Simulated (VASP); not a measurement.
A run of VASP 6.6.1:

The input INCAR:

```
PREC     = Accurate       # precision mode
ENCUT    = 520            # plane-wave cutoff, eV
EDIFF    = 1E-7           # SCF threshold, eV
ISMEAR   = 0              # smearing method
SIGMA    = 0.01           # smearing width, eV
LREAL    = False          # projectors in reciprocal space
LASPH    = True           # aspherical terms in the spheres
NELM     = 100            # most SCF steps
ALGO     = Normal         # electronic algorithm
ISIF     = 2              # what is computed and relaxed
LWAVE    = False          # write WAVECAR
LCHARG   = True           # write CHGCAR
GGA      = PE             # functional
LELF     = True           # ELF
LVHAR    = True         
NBANDS   = 28             # bands
```

KPOINTS

```
Automatic mesh
0
Gamma
  4 4 4
```

Contents of POSCAR:

```
PbO
1.0
    4.0952026748      0.0213755076     -0.0364305159
    0.0213755076      4.0515802121     -0.0006009983
   -0.0457459902     -0.0007612646      4.8299732261
Pb O
2 2
Direct
    0.9951700000      0.5062700000      0.2394100000
    0.4996600000      0.9989200000      0.7588100000
    0.0039900000      0.0062800000      0.9975200000
    0.5013900000      0.5015700000      0.0036100000
```

Potentials or basis: VASP PAW PBE potentials, release 64 (Pb_d, O).

Launch:

```bash
$ cat potpaw_PBE.64/Pb_d/POTCAR potpaw_PBE.64/O/POTCAR > POTCAR
$ mpirun -np 1 vasp_std > vasp.out
```

Hardware: 1 thread of AMD EPYC 7R13 (shared host).

Estimate the wall time of this run.

Run time: 2.5 min on 1 thread of AMD EPYC 7R13, on a shared host, peak memory 0.18 GiB. Counts: scf iterations 16, k points 36.
